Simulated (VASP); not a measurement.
Wanted: the native input for a VASP 6.6.1 run.

```
Task                   : relaxation of cell and atoms
Functional             : PBEsol
Potentials or basis    : VASP PAW PBE potentials, release 64 (Cd)
Cutoff                 : 600 eV
k mesh                 : 9 × 9 × 9
Occupations            : fermi-dirac, width 0.1 eV
Spin                   : no spin polarisation
Dipole correction      : no
Further INCAR settings : ALGO = Normal; EDIFF = 1e-06; IBRION = 2; EDIFFG = -0.01; NSW = 80; ISIF = 3
```

The structure of Cd lies in POSCAR:

```
Cd
1.0
    0.0000000000      3.0772608027      3.0772608027
    3.0772608027      0.0000000000      3.0772608027
    3.0772608027      3.0772608027      0.0000000000
Cd
2
Direct
    0.1250000000      0.1250000000      0.1250000000
    0.8750000000      0.8750000000      0.8750000000
```

This isn't the form of Cd at room conditions, which is hcp.

These files were run (other wordings do the same):

INCAR

```
SYSTEM = Cd
ALGO = Normal ; EDIFF = 1E-6
EDIFFG = -0.01 ; ENCUT = 600
GGA = PS ; IBRION = 2
ISIF = 3 ; ISMEAR = -1
LASPH = .True. ; LCHARG = .False.
LREAL = .False. ; LWAVE = .False.
NELM = 80 ; NSW = 80
PREC = Accurate ; SIGMA = 0.1
```

KPOINTS

```
k-points
0
Gamma
  9 9 9
  0 0 0
```

Potentials or basis: VASP PAW PBE potentials, release 64 (Cd).

The run is started by

```bash
$ cat potpaw_PBE.64/Cd/POTCAR > POTCAR
$ mpirun -np 1 vasp_std > vasp.out
```

Results of the run:

| Item | Value |
| --- | --- |
| Relaxed volume | 33.71 Å³/atom |
| Relaxed cell | a = 4.568 Å, b = 4.568 Å, c = 4.568 Å, α = 60.00°, β = 60.00°, γ = 60.00° |
| Space group after relaxing (to 0.1 Å) | Fd-3m (No. 227) |
| Energy gained by relaxing | 61.6 meV/atom |
| Ionic steps | 3 |
| Pressure after relaxing | 0.0 GPa |
| Band gap on the k mesh | zero (bands 12 and 13 overlap by 5.23 eV) |

Caveat: the volume moved by over 15 % at a fixed basis, so the end points are rough; the PAW data sets were made with another functional, which shifts forces and pressure a little.

It took 95 s on 1 thread of Intel(R) Xeon(R) Platinum 8488C (Sapphire Rapids), with other jobs on the host, peak memory 0.22 GiB.
